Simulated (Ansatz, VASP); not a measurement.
## HfZrS3: VASP beside Ansatz

```
Zr Hf S
1.0
     4.13013    0.00000    0.00000
     0.00000    4.13013    0.00000
     0.00000    0.00000    6.06180
Zr Hf S
1 1 3
Cartesian
  0.0000 0.0000 2.8943
  0.0000 0.0000 6.0103
  2.0651 0.0000 1.3730
  0.0000 2.0651 1.3730
  2.0651 2.0651 4.3963
```

Alike in both runs: task relaxation of cell and atoms; functional PBE; k mesh 10 × 10 × 6; occupations gaussian, width 0.1 eV; no spin polarisation.

|  | VASP | Ansatz |
| --- | --- | --- |
| version | VASP 6.6.1 | Ansatz 0.2.0 |
| potentials or method | VASP PAW PBE potentials, release 64 (Zr_sv, Hf_pv, S), cutoff 600 eV | scalar-relativistic, plane waves, PAW |
| valence electrons in the cell | 40 | 56 |

|  | VASP | Ansatz | Ansatz less VASP |
| --- | --- | --- | --- |
| gap on the k mesh at the Fermi level, each at its own relaxed structure (eV) | none | none | - |
| relaxed volume (Å³/atom) | 20.56 | 20.62 | +0.060 |
| relaxed length of the cell vector where the two differ most in proportion (Å) | 6.078 | 6.084 | +0.0061 |

A gap of «none» marks a metal or a gap that the smearing closes. VASP's potentials hold 40 valence electrons a cell and Ansatz's 56, so a difference there can come from the potentials and not from the codes.

Spin-orbit coupling is off throughout.
